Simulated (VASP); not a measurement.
Write the native input for VASP 6.6.1 that does the following.

```yaml
Task: single point
Functional: PBEsol
Potentials_or_basis: VASP PAW PBE potentials, release 64 (Pb_d, S)
Cutoff: 520 eV
k_mesh: 6 × 6 × 6
Occupations: gaussian, width 0.01 eV
Spin: no spin polarisation
Dipole_correction: no
Further_INCAR_settings: ALGO = Normal; EDIFF = 1e-07; NBANDS = 17
```

The structure of PbS lies in POSCAR:

```
PbS
1.0
    4.1942040000      0.0000000000      0.0000000000
    2.0971020000      3.6322872127      0.0000000000
    2.0971020000      1.2107624042      3.4245532257
Pb S
1 1
Direct
    0.0000000000      0.0000000000      0.0000000000
    0.5000000000      0.5000000000      0.5000000000
```

One way to write it, as run:

INCAR

```
PREC     = Accurate       # precision mode
ENCUT    = 520            # plane-wave cutoff, eV
EDIFF    = 1E-7           # SCF threshold, eV
ISMEAR   = 0              # smearing method
SIGMA    = 0.01           # smearing width, eV
LREAL    = False          # projectors in reciprocal space
LASPH    = True           # aspherical terms in the spheres
NELM     = 60             # most SCF steps
ALGO     = Normal         # electronic algorithm
ISIF     = 2              # what is computed and relaxed
LWAVE    = False          # write WAVECAR
LCHARG   = True           # write CHGCAR
GGA      = PS             # functional
LELF     = True           # ELF
LVHAR    = True         
NBANDS   = 17             # bands
```

KPOINTS

```
regular mesh
0
Gamma
  6 6 6
```

Potentials or basis: VASP PAW PBE potentials, release 64 (Pb_d, S).

The run is started by

```sh
$ cat potpaw_PBE.64/Pb_d/POTCAR potpaw_PBE.64/S/POTCAR > POTCAR
$ mpirun -np 1 vasp_std > vasp.out
```

Results of the run:

```yaml
Pressure: -0.9 GPa
Band_gap_on_the_k_mesh: 0.26 eV
```

Caveat: the PAW data sets were made with another functional, which shifts forces and pressure a little; spin-orbit coupling is left out, which moves the levels of the heavy elements.

Run time: 25 s on 1 thread of Intel Xeon 8259CL, on a shared host, peak memory 0.17 GiB.
